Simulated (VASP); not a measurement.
# Ta in VASP: further runs

The runs below take Ta through single point, with PBE.

All numbers are computed with VASP 6.6.1; they aren't measurements. Logs are shortened: lines on timing, memory, paths and dates and some standing lists are left out, and cuts for length are marked.

### Step 1. The cell of the first run

The cell holds a slab with vacuum, 7 atoms: a = 3.319 Å, b = 3.319 Å, c = 24.956 Å, α = 90.00°, β = 90.00°, γ = 90.00°.

### Step 2. Single point, PBE

The input, INCAR:

```
PREC = Accurate
ENCUT = 520
EDIFF = 1E-7
ISMEAR = 0
SIGMA = 0.1
LREAL = False
LASPH = True
NELM = 100
ALGO = Fast
ISIF = 2
LWAVE = False
LCHARG = False
LDIPOL = True
IDIPOL = 3
DIPOL = 0.5 0.5 0.500
GGA = PE
NBANDS = 48
```

The input, KPOINTS:

```
Automatic mesh
0
Gamma
  10 10 1
```

The input, POSCAR:

```
Ta
1.0
    3.3187896405      0.0000000000      0.0000000000
    0.0000000000      3.3187896405      0.0000000000
    0.0000000000      0.0000000000     24.9563689214
Ta
7
Direct
    0.5000000000      0.5000000000      0.3005244883
    0.0000000000      0.0000000000      0.3670163255
    0.5000000000      0.5000000000      0.4335081628
    0.0000000000      0.0000000000      0.5000000000
    0.5000000000      0.5000000000      0.5664918372
    0.0000000000      0.0000000000      0.6329836745
    0.5000000000      0.5000000000      0.6994755117
```

Potentials or basis: VASP PAW PBE potentials, release 64 (Ta_pv).

The run is started by

```console
> cat potpaw_PBE.64/Ta_pv/POTCAR > POTCAR
> mpirun -np 1 vasp_std > vasp.out
```

OUTCAR:

```text
PREC = Accurate
   ENCUT = 520
   EDIFF = 1E-7
   ISMEAR = 0
   LREAL = False
   LASPH = True
   NELM = 100
   ISIF = 2
   GGA = PE

 ion  position               nearest neighbor table
   1  0.500  0.500  0.301-   2 2.87   2 2.87   2 2.87   2 2.87   3 3.32
   2  0.000  0.000  0.367-   1 2.87   1 2.87   1 2.87   1 2.87   3 2.87   3 2.87   3 2.87   3 2.87
                             4 3.32
   3  0.500  0.500  0.434-   4 2.87   4 2.87   4 2.87   4 2.87   2 2.87   2 2.87   2 2.87   2 2.87
                             5 3.32   1 3.32
   4  0.000  0.000  0.500-   3 2.87   5 2.87   3 2.87   5 2.87   3 2.87   5 2.87   3 2.87   5 2.87
                             2 3.32   6 3.32
   5  0.500  0.500  0.566-   4 2.87   4 2.87   4 2.87   4 2.87   6 2.87   6 2.87   6 2.87   6 2.87
                             3 3.32   7 3.32
   6  0.000  0.000  0.633-   7 2.87   7 2.87   7 2.87   7 2.87   5 2.87   5 2.87   5 2.87   5 2.87
                             4 3.32
   7  0.500  0.500  0.699-   6 2.87   6 2.87   6 2.87   6 2.87   5 3.32

  LATTYP: Found a simple tetragonal cell.
 ALAT       =     3.3187896405
 C/A-ratio  =     7.5197200259

  Lattice vectors:

 A1 = (   3.3187896405,   0.0000000000,   0.0000000000)
 A2 = (   0.0000000000,   3.3187896405,   0.0000000000)
 A3 = (   0.0000000000,   0.0000000000,  24.9563689214)

Analysis of symmetry for initial positions (statically):
=====================================================================
 Subroutine PRICEL returns:
 Original cell was already a primitive cell.

 Routine SETGRP: Setting up the symmetry group for a
 simple tetragonal supercell.

 Subroutine GETGRP returns: Found 16 space group operations
 (whereof 16 operations were pure point group operations)
 out of a pool of 16 trial point group operations.

The static configuration has the point symmetry D_4h.

Analysis of symmetry for dynamics (positions and initial velocities):
=====================================================================
 Subroutine PRICEL returns:
 Original cell was already a primitive cell.

 Routine SETGRP: Setting up the symmetry group for a
 simple tetragonal supercell.

 Subroutine GETGRP returns: Found 16 space group operations
 (whereof 16 operations were pure point group operations)
 out of a pool of 16 trial point group operations.

The dynamic configuration has the point symmetry D_4h.

 Subroutine INISYM returns: Found 16 space group operations
 (whereof 16 operations are pure point group operations),
 and found     1 'primitive' translations

----------------------------------------------------------------------------------------

                                     Primitive cell
[... 113 lines left out ...]
   EFERMI_NEDOS =   21; number of points for ismear=-14 and -15
   IALGO  =     68    algorithm
   IMIX   =      4    mixing-type and parameters
     AMIX     =   0.40;   BMIX     =  1.00
     AMIX_MAG =   1.60;   BMIX_MAG =  1.00
  volume/ion in A,a.u.               =      39.27       265.00
  Fermi-wavevector in a.u.,A,eV,Ry     =   1.071169  2.024216 15.611375  1.147404
  Thomas-Fermi vector in A             =   2.206902
   LORBIT       =      0    0 simple, 1 ext, 2 COOP (PROOUT), +10 PAW based schemes
   GGA     = PE    functional components
   LHFCALC =     F    Hartree Fock is set to
   AEXX    =    0.0000 exact exchange contribution
   IVDW    =     0    specifies the selected vdW correction
   LEPSILON=     F    determine dielectric tensor
   LRPA    =     F    only Hartree local field effects (RPA)
 non-spin polarized calculation
 RMM-DIIS sequential band-by-band and
 Gauss-broadening in eV      SIGMA  =   0.10
  energy-cutoff  :      520.00
  volume of cell :      274.88
 maximum number of plane-waves:      7448
 NGX is ok and might be reduce to    28
   NGX = 13   NGY = 13   NGZ = 93

 dipolmoment           0.000000      0.000000     -0.000000 electrons x Angstroem

 number of electron      76.9999992 magnetization

 dipolmoment           0.000000      0.000000      0.000000 electrons x Angstroem

 Free energy of the ion-electron system (eV)
  ---------------------------------------------------
  ext. energy  EPLUGINS =         0.00000000
  ---------------------------------------------------
  free energy    TOTEN  =       -78.96891313 eV

  energy without entropy =      -78.93948038  energy(sigma->0) =      -78.95419676

 E-fermi :   0.6327     XC(G=0):  -6.8473

 val. band max:        0.6183808695   @ k =   0.4000   0.0000   0.0000
 cond. band min:       0.6626060380   @ k =   0.4000   0.1000   0.0000
 fundamental gap:      0.0442251685
 Fermi energy:         0.6327166896

 k-point     1 :       0.0000    0.0000    0.0000
  band No.  band energies     occupation
      1     -34.2583      2.00000
      2     -34.2581      2.00000
      3     -34.0975      2.00000
      4     -34.0975      2.00000
      5     -34.0974      2.00000
      6     -34.0974      2.00000
[... 1060 lines left out ...]
     47       4.4894      0.00000
     48       4.7914      0.00000

------------------------ aborting loop because EDIFF is reached ----------------------------------------

 vacuum level on the upper side and lower side of the slab       (xc-potential included)        -0.158        -0.158

  FORCE on cell =-STRESS in cart. coord.  units (eV):
  Direction    XX          YY          ZZ          XY          YZ          ZX
  --------------------------------------------------------------------------------------
  -------------------------------------------------------------------------------------
  Total       -7.1509664     -7.1509664     -3.6459716      0.0000000      0.0000000     -0.0000000
  in kB      -41.6806491    -41.6806491    -21.2511785      0.0000000      0.0000000     -0.0000000
  external PRESSURE =     -34.8708255 kB  Pullay stress =       0.0000000 kB

 VOLUME and BASIS-vectors are now :
 -----------------------------------------------------------------------------
  energy-cutoff  :      520.00
  volume of cell :      274.88
      direct lattice vectors                 reciprocal lattice vectors
     3.318789640  0.000000000  0.000000000     0.301314668  0.000000000  0.000000000
     0.000000000  3.318789640  0.000000000     0.000000000  0.301314668  0.000000000
     0.000000000  0.000000000 24.956368921     0.000000000  0.000000000  0.040069932

 POSITION                                       TOTAL-FORCE (eV/Angst)
 -----------------------------------------------------------------------------------
      1.65939      1.65939      7.50000         0.000000     -0.000000      1.215181
      0.00000      0.00000      9.15939         0.000000      0.000000     -1.100477
      1.65939      1.65939     10.81879         0.000000     -0.000000     -0.358589
      0.00000      0.00000     12.47818         0.000000     -0.000000     -0.000000
      1.65939      1.65939     14.13758         0.000000      0.000000      0.358589
      0.00000      0.00000     15.79697        -0.000000      0.000000      1.100477
      1.65939      1.65939     17.45637         0.000000      0.000000     -1.215181
 -----------------------------------------------------------------------------------
    total drift:                               -0.000000      0.000000      0.000000

  FREE ENERGIE OF THE ION-ELECTRON SYSTEM (eV)
  ---------------------------------------------------
  free  energy   TOTEN  =       -78.9689131344 eV

  energy  without entropy=      -78.9394803767  energy(sigma->0) =      -78.95419676

 vacuum level on the upper side and lower side of the slab         4.499         4.499
```

OSZICAR:

```text
N       E                     dE             d eps       ncg     rms          rms(c)
DAV:   1     0.687992906306E+03    0.68799E+03   -0.43468E+04  2512   0.146E+03
DAV:   2    -0.556725681947E+02   -0.74367E+03   -0.72720E+03  2352   0.406E+02
DAV:   3    -0.865584211165E+02   -0.30886E+02   -0.29472E+02  2680   0.701E+01
[... 20 lines left out ...]
RMM:  24    -0.789689091951E+02   -0.14758E-05   -0.42474E-06  1901   0.171E-03    0.743E-04
RMM:  25    -0.789689113046E+02   -0.21095E-05   -0.18894E-06  1736   0.123E-03    0.421E-04
RMM:  26    -0.789689124719E+02   -0.11673E-05   -0.10143E-06  1478   0.875E-04    0.280E-04
RMM:  27    -0.789689128875E+02   -0.41561E-06   -0.49786E-07  1239   0.624E-04    0.226E-04
RMM:  28    -0.789689131101E+02   -0.22263E-06   -0.27442E-07  1018   0.464E-04    0.101E-04
RMM:  29    -0.789689131344E+02   -0.24297E-07   -0.13911E-07   911   0.383E-04
   1 F= -.78968913E+02 E0= -.78954197E+02  d E =-.294328E-01
```

stdout:

```text
POSCAR found type information on POSCAR Ta
 POSCAR found :  1 types and       7 ions
 scaLAPACK will be used
 LDA part: xc-table for (Slater+PW92), standard interpolation
 POSCAR, INCAR and KPOINTS ok, starting setup
 FFT: planning ... GRIDC
 FFT: planning ... GRID_SOFT
 FFT: planning ... GRID
 WAVECAR not read
 entering main loop
```

Wall time 7.2 min (1 thread of Intel Xeon 6975P-C (Granite Rapids), shared host); peak memory 0.49 GiB.

What came out:

```
Free energy            : -78.9689 eV
Largest force          : 1.215 eV/Å
Band gap on the k mesh : zero (an odd number of electrons rules out a gap without spin polarisation)
```

Forces in eV/Å, atoms in the order of the input:
```
Ta   0.000  0.000  1.215
Ta   0.000  0.000 -1.100
Ta   0.000  0.000 -0.359
Ta   0.000  0.000  0.000
Ta   0.000  0.000  0.359
Ta   0.000  0.000  1.100
Ta   0.000  0.000 -1.215
```

Caveat: spin-orbit coupling is left out, which moves the levels of the heavy elements.

(Continued in part 2 of 2.)
